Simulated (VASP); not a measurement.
Write the native input for VASP 6.6.1 that does the following.

```
Task                   : single point
Functional             : PBEsol
Potentials or basis    : VASP PAW PBE potentials, release 64 (As_d)
Cutoff                 : 600 eV
k mesh                 : 9 × 9 × 9
Occupations            : fermi-dirac, width 0.05 eV
Spin                   : no spin polarisation
Dipole correction      : no
Second run             : valence_matched
Further INCAR settings : ALGO = Normal; EDIFF = 1e-06; NBANDS = 22
```

The structure of As lies in POSCAR:

```
As
1.0
    1.8919324442      1.0923077059      3.3659656886
   -1.8919324442      1.0923077059      3.3659656886
    0.0000000000     -2.1846154119      3.3659656886
As
2
Direct
    0.2300109909      0.2300109909      0.2300109909
    0.7699890091      0.7699890091      0.7699890091
```

These files were run (other wordings do the same):

INCAR

```
SYSTEM = As
ALGO     = Normal         ! electronic algorithm
EDIFF    = 1E-6           ! SCF threshold, eV
ENCUT    = 600            ! plane-wave cutoff, eV
GGA      = PS             ! functional
GGA_COMPAT= .FALSE.      
ISIF     = 2              ! what is computed and relaxed
ISMEAR   = -1             ! smearing method
LASPH    = .TRUE.         ! aspherical terms in the spheres
LCHARG   = .FALSE.        ! write CHGCAR
LREAL    = .FALSE.        ! projectors in reciprocal space
LWAVE    = .FALSE.        ! write WAVECAR
NBANDS   = 22             ! bands
NELM     = 120            ! most SCF steps
PREC     = Accurate       ! precision mode
SIGMA    = 0.05           ! smearing width, eV
```

KPOINTS

```
k-points
0
G
  9 9 9
  0 0 0
```

Potentials or basis: VASP PAW PBE potentials, release 64 (As_d).

Launch:

```sh
$ cat potpaw_PBE.64/As_d/POTCAR > POTCAR
$ mpirun -np 1 vasp_std > vasp.out
```

Results of the run:

| Item | Value |
| --- | --- |
| Pressure | 0.2 GPa |
| Largest force | 0.009 eV/Å |
| Band gap on the k mesh | 0.09 eV, indirect (least direct gap 0.60 eV) |

Caveat: the PAW data sets were made with another functional, which shifts forces and pressure a little.

Wall time 31 s on 1 thread of Intel(R) Xeon(R) Platinum 8488C (Sapphire Rapids), with other jobs on the host, peak memory 0.21 GiB.
